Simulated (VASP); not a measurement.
# LiCl (Fm-3m) in VASP: a series of runs

LiCl is run at these levels: r2SCAN; tasks: single point.

Program: VASP 6.6.1. These are calculated values, not measurements. Logs are shortened: lines on timing, memory, paths and dates and some standing lists are left out, and cuts for length are marked.

**1. The cell of the first run**

It takes space group Fm-3m (No. 225, cubic). The conventional cell has a = 4.703 Å, b = 4.703 Å, c = 4.703 Å, α = 90.00°, β = 90.00°, γ = 90.00°. Within 3.1 Å of Li (site symmetry m-3m) lie 6 Cl at 2.35 Å. Within 3.1 Å of Cl (site symmetry m-3m) lie 6 Li at 2.35 Å.

**2. Single point, r2SCAN**

POSCAR reads:

```
LiCl
1.0
    2.3515479658      2.3515479658      0.0000000000
   -2.3515479658      2.3515479658      0.0000000000
    0.0000000000      2.3515479658      2.3515479658
Li Cl
1 1
Direct
    0.0000000000      0.0000000000      0.0000000000
    0.5000000000      0.5000000000      0.0000000000
```

INCAR.step1 reads:

```
ALGO     = Normal         # electronic algorithm
EDIFF    = 1E-4           # SCF threshold, eV
ENCUT    = 520            # plane-wave cutoff, eV
GGA      = PE             # functional
ISMEAR   = 0              # smearing method
LASPH    = True           # aspherical terms in the spheres
LCHARG   = False          # write CHGCAR
LREAL    = False          # projectors in reciprocal space
LWAVE    = True           # write WAVECAR
NBANDS   = 12             # bands
NELM     = 80             # most SCF steps
PREC     = Accurate       # precision mode
SIGMA    = 0.01           # smearing width, eV
```

INCAR.step2 reads:

```
ALGO     = Normal         # electronic algorithm
EDIFF    = 1E-6           # SCF threshold, eV
ENCUT    = 520            # plane-wave cutoff, eV
ISIF     = 2              # what is computed and relaxed
ISMEAR   = 0              # smearing method
ISTART   = 1            
LASPH    = True           # aspherical terms in the spheres
LCHARG   = True           # write CHGCAR
LELF     = True           # ELF
LMIXTAU  = True         
LREAL    = False          # projectors in reciprocal space
LVHAR    = True         
LWAVE    = False          # write WAVECAR
METAGGA  = R2SCAN         # meta-GGA
NBANDS   = 12             # bands
NELM     = 80             # most SCF steps
PREC     = Accurate       # precision mode
SIGMA    = 0.01           # smearing width, eV
```

KPOINTS reads:

```
k-points
0
Gamma
  8 8 8
```

Potentials or basis: VASP PAW PBE potentials, release 64 (Li_sv, Cl).

The run is started by

```
cat potpaw_PBE.64/Li_sv/POTCAR potpaw_PBE.64/Cl/POTCAR > POTCAR
cp INCAR.step1 INCAR
mpirun -np 1 vasp_std > vasp.out
cp INCAR.step2 INCAR
mpirun -np 1 vasp_std > vasp.out
```

OUTCAR:

```text
EDIFF = 1E-6
   ENCUT = 520
   ISIF = 2
   ISMEAR = 0
   ISTART = 1
   LASPH = True
   LREAL = False
   METAGGA = R2SCAN
   NELM = 80
   PREC = Accurate

 ion  position               nearest neighbor table
   1  0.000  0.000  0.000-   2 2.35   2 2.35   2 2.35   2 2.35   2 2.35   2 2.35
   2  0.500  0.500  0.000-   1 2.35   1 2.35   1 2.35   1 2.35   1 2.35   1 2.35

  LATTYP: Found a face centered cubic cell.
 ALAT       =     4.7030959316

  Lattice vectors:

 A1 = (   0.0000000000,   2.3515479658,   2.3515479658)
 A2 = (   2.3515479658,   0.0000000000,   2.3515479658)
 A3 = (   2.3515479658,   2.3515479658,   0.0000000000)

Analysis of symmetry for initial positions (statically):
=====================================================================
 Subroutine PRICEL returns:
 Original cell was already a primitive cell.

 Routine SETGRP: Setting up the symmetry group for a
 face centered cubic supercell.

 Subroutine GETGRP returns: Found 48 space group operations
 (whereof 48 operations were pure point group operations)
 out of a pool of 48 trial point group operations.

The static configuration has the point symmetry O_h .

Analysis of symmetry for dynamics (positions and initial velocities):
=====================================================================
 Subroutine PRICEL returns:
 Original cell was already a primitive cell.

 Routine SETGRP: Setting up the symmetry group for a
 face centered cubic supercell.

 Subroutine GETGRP returns: Found 48 space group operations
 (whereof 48 operations were pure point group operations)
 out of a pool of 48 trial point group operations.

The dynamic configuration has the point symmetry O_h .

 Subroutine INISYM returns: Found 48 space group operations
 (whereof 48 operations are pure point group operations),
 and found     1 'primitive' translations

----------------------------------------------------------------------------------------

                                     Primitive cell

  volume of cell :      26.0071

  direct lattice vectors                    reciprocal lattice vectors
     2.351547966  2.351547966  0.000000000     0.212625899  0.212625899 -0.212625899
    -2.351547966  2.351547966  0.000000000    -0.212625899  0.212625899 -0.212625899
     0.000000000  2.351547966  2.351547966     0.000000000  0.000000000  0.425251798

  length of vectors
     3.325591026  3.325591026  3.325591026     0.368278860  0.368278860  0.425251798

  position of ions in fractional coordinates (direct lattice)
     0.000000000  0.000000000  0.000000000
     0.500000000  0.500000000  0.000000000

  ion indices of the primitive-cell ions
   primitive index   ion index
                 1           1
                 2           2

----------------------------------------------------------------------------------------

 KPOINTS: k-points

Automatic generation of k-mesh.
 Grid dimensions read from file:
 generate k-points for:    8    8    8

 Generating k-lattice:

  Cartesian coordinates                     Fractional coordinates (reciprocal lattice)
     0.026578237  0.026578237 -0.026578237     0.125000000  0.000000000  0.000000000
    -0.026578237  0.026578237 -0.026578237     0.000000000  0.125000000  0.000000000
     0.000000000  0.000000000  0.053156475     0.000000000  0.000000000  0.125000000

  Length of vectors
     0.046034857  0.046034857  0.053156475

  Shift w.r.t. Gamma in fractional coordinates (k-lattice)
     0.000000000  0.000000000  0.000000000

 Subroutine IBZKPT returns following result:
 ===========================================

 Found     29 irreducible k-points:

 Following reciprocal coordinates:
            Coordinates               Weight
  0.000000  0.000000  0.000000      1.000000
  0.125000  0.000000  0.000000      8.000000
  0.250000  0.000000  0.000000      8.000000
  0.375000  0.000000  0.000000      8.000000
  0.500000  0.000000  0.000000      4.000000
  0.125000  0.125000  0.000000     12.000000
[... 16 lines left out ...]
  0.375000  0.250000  0.125000     48.000000
  0.500000  0.250000  0.125000     24.000000
 [... further k-points ...]
   k-points           NKPTS =     29   k-points in BZ     NKDIM =     29   number of bands    NBANDS=     12
   number of dos      NEDOS =    301   number of ions     NIONS =      2
   total plane-waves  NPLWV =  21952
   dimension x,y,z NGX =    28 NGY =   28 NGZ =   28
   dimension x,y,z NGXF=    56 NGYF=   56 NGZF=   56
   ions per type =               1   1
   NGX,Y,Z   is equivalent  to a cutoff of  14.00, 14.00, 14.00 a.u.
   NGXF,Y,Z  is equivalent  to a cutoff of  27.99, 27.99, 27.99 a.u.
 SYSTEM =  unknown system
   PREC   = accura    normal or accurate (medium, high low for compatibility)
   ISTART =      1    job   : 0-new  1-cont  2-samecut
   ICHARG =      0    charge: 1-file 2-atom 10-const
   ISPIN  =      1    spin polarized calculation?
   LNONCOLLINEAR =      F non collinear calculations
   LSORBIT =      F    spin-orbit coupling
   LASPH  =      T    aspherical Exc in radial PAW
   ENCUT  =  520.0 eV  38.22 Ry    6.18 a.u.   6.18  6.18  6.18*2*pi/ulx,y,z
   NELM   =     80;   NELMIN=  2; NELMDL=  0     # of ELM steps
   EDIFF  = 0.1E-05   stopping-criterion for ELM
   LREAL  =      F    real-space projection
   EDIFFG = 0.1E-04   stopping-criterion for IOM
   NSW    =      0    number of steps for IOM
   IBRION =     -1    ionic relax: 0-MD 1-quasi-New 2-CG
   NFREE  =      0    steps in history (QN), initial steepest desc. (CG)
   ISIF   =      2    stress and relaxation
   ISYM   =      2    0-nonsym 1-usesym 2-fastsym
   POTIM  = 0.5000    time-step for ionic-motion
   TEBEG  =    0.0;   TEEND  =   0.0 temperature during run
   PSTRESS=    0.0 pullay stress
   NELECT =      10.0000    total number of electrons
   NUPDOWN=      -1.0000    fix difference up-down
   EMIN   =  10.00;   EMAX   =-10.00  energy-range for DOS
   EFERMI =   0.00;   METHOD = LEGACY
   ISMEAR =     0;   SIGMA  =   0.01  broadening in eV -4-tet -1-fermi 0-gaus
   EFERMI_NEDOS =   21; number of points for ismear=-14 and -15
   IALGO  =     38    algorithm
   IMIX   =      4    mixing-type and parameters
     AMIX     =   0.40;   BMIX     =  1.00
     AMIX_MAG =   1.60;   BMIX_MAG =  1.00
  volume/ion in A,a.u.               =      13.00        87.75
  Fermi-wavevector in a.u.,A,eV,Ry     =   1.190450  2.249623 19.281770  1.417170
  Thomas-Fermi vector in A             =   2.326534
   LORBIT       =      0    0 simple, 1 ext, 2 COOP (PROOUT), +10 PAW based schemes
   METAGGA = R2SCAN    functional components
   LHFCALC =     F    Hartree Fock is set to
   AEXX    =    0.0000 exact exchange contribution
   IVDW    =     0    specifies the selected vdW correction
   LEPSILON=     F    determine dielectric tensor
   LRPA    =     F    only Hartree local field effects (RPA)
 non-spin polarized calculation
 Gauss-broadening in eV      SIGMA  =   0.01
  energy-cutoff  :      520.00
  volume of cell :       26.01
 maximum number of plane-waves:       725
 NGX is ok and might be reduce to    28
   NGX = 13   NGY = 13   NGZ = 13

 number of electron       9.9999994 magnetization

 Free energy of the ion-electron system (eV)
  ---------------------------------------------------
  ext. energy  EPLUGINS =         0.00000000
  ---------------------------------------------------
  free energy    TOTEN  =       -12.32755306 eV

  energy without entropy =      -12.32755306  energy(sigma->0) =      -12.32755306

 E-fermi :   2.7270     XC(G=0): -10.4164

 val. band max:        2.5208140218   @ k =   0.0000   0.0000   0.0000
 cond. band min:      10.3212055531   @ k =   0.5000   0.0000   0.0000
 fundamental gap:      7.8003915313
 Fermi energy:         2.7270337264

 k-point     1 :       0.0000    0.0000    0.0000
  band No.  band energies     occupation
      1     -42.1332      2.00000
      2     -12.6205      2.00000
      3       2.5208      2.00000
      4       2.5208      2.00000
      5       2.5208      2.00000
      6      11.8545      0.00000
      7      15.2634      0.00000
      8      15.2635      0.00000
      9      15.2635      0.00000
     10      18.5349      0.00000
     11      18.5349      0.00000
     12      20.0828      0.00000

 k-point     2 :       0.1250    0.0000    0.0000
  band No.  band energies     occupation
      1     -42.1316      2.00000
      2     -12.4940      2.00000
      3       1.7900      2.00000
      4       2.4511      2.00000
      5       2.4511      2.00000
      6      12.1853      0.00000
      7      14.7571      0.00000
      8      15.3790      0.00000
      9      15.3791      0.00000
     10      17.0824      0.00000
     11      17.0825      0.00000
     12      20.5664      0.00000

 k-point     3 :       0.2500    0.0000    0.0000
  band No.  band energies     occupation
      1     -42.1280      2.00000
      2     -12.1629      2.00000
      3       0.2816      2.00000
      4       2.2949      2.00000
      5       2.2949      2.00000
      6      11.5408      0.00000
      7      14.2667      0.00000
      8      14.2668      0.00000
      9      15.9634      0.00000
     10      17.8879      0.00000
     11      17.8879      0.00000
     12      21.3769      0.00000
[... 286 lines left out ...]
 k-point    23 :       0.3750    0.2500    0.1250
  band No.  band energies     occupation
      1     -42.1226      2.00000
      2     -11.5374      2.00000
      3      -0.8495      2.00000
      4       0.6098      2.00000
      5       1.7282      2.00000
      6      12.3682      0.00000
      7      13.0470      0.00000
      8      14.2683      0.00000
      9      16.3707      0.00000
     10      19.3461      0.00000
     11      22.8568      0.00000
     12      23.6826      0.00000

 k-point    24 :       0.5000    0.2500    0.1250
  band No.  band energies     occupation
      1     -42.1215      2.00000
      2     -11.3826      2.00000
      3      -1.2416      2.00000
      4       0.4778      2.00000
      5       1.5934      2.00000
      6      12.0584      0.00000
      7      13.0212      0.00000
      8      14.5369      0.00000
      9      16.9679      0.00000
     10      20.2796      0.00000
     11      22.1831      0.00000
     12      23.6645      0.00000

 [... further k-points ...]

------------------------ aborting loop because EDIFF is reached ----------------------------------------

  FORCE on cell =-STRESS in cart. coord.  units (eV):
  Direction    XX          YY          ZZ          XY          YZ          ZX
  --------------------------------------------------------------------------------------
  -------------------------------------------------------------------------------------
  Total        2.3740958      2.3740958      2.3740958      0.0000000     -0.0000000      0.0000000
  in kB      146.2572164    146.2572164    146.2572164      0.0000000     -0.0000000      0.0000000
  external PRESSURE =     146.2572164 kB  Pullay stress =       0.0000000 kB

 VOLUME and BASIS-vectors are now :
 -----------------------------------------------------------------------------
  energy-cutoff  :      520.00
  volume of cell :       26.01
      direct lattice vectors                 reciprocal lattice vectors
     2.351547966  2.351547966  0.000000000     0.212625899  0.212625899 -0.212625899
    -2.351547966  2.351547966  0.000000000    -0.212625899  0.212625899 -0.212625899
     0.000000000  2.351547966  2.351547966     0.000000000  0.000000000  0.425251798

 POSITION                                       TOTAL-FORCE (eV/Angst)
 -----------------------------------------------------------------------------------
      0.00000      0.00000      0.00000        -0.000000     -0.000000      0.000000
      0.00000      2.35155      0.00000         0.000000      0.000000      0.000000
 -----------------------------------------------------------------------------------
    total drift:                               -0.000000      0.000000     -0.000000

  FREE ENERGIE OF THE ION-ELECTRON SYSTEM (eV)
  ---------------------------------------------------
  free  energy   TOTEN  =       -12.3275530594 eV

  energy  without entropy=      -12.3275530594  energy(sigma->0) =      -12.32755306
```

It took 1.8 min on 1 thread of Intel Xeon 8259CL, shared host; peak memory 0.16 GiB.

What came out:

| Item | Value |
| --- | --- |
| Free energy | -12.3276 eV |
| Band gap on the k mesh | 7.80 eV (least direct gap 8.22 eV) |

Levels at points of the mesh, in eV from the valence-band top:
| k point | band 2 | band 3 | band 4 | band 5 | band 6 | band 7 | band 8 | band 9 |
| --- | --- | --- | --- | --- | --- | --- | --- | --- |
| (0.00, 0.00, 0.00) | -15.14 | 0.00 | 0.00 | 0.00 | 9.33 | 12.74 | 12.74 | 12.74 |
| (0.50, 0.00, 0.00) | -14.13 | -4.08 | -0.42 | -0.42 | 7.80 | 10.28 | 10.28 | 17.35 |
| (0.50, 0.50, 0.00) | -13.62 | -4.38 | -1.73 | -1.73 | 8.35 | 9.40 | 16.27 | 17.74 |

Caveat: the cutoff is under 1.25 times the usual one of these potentials, so pressure, stress and relaxed cells hold a basis-set (Pulay) error; the PAW data sets were made with another functional, which shifts forces and pressure a little.

[end of part 1 of 2]
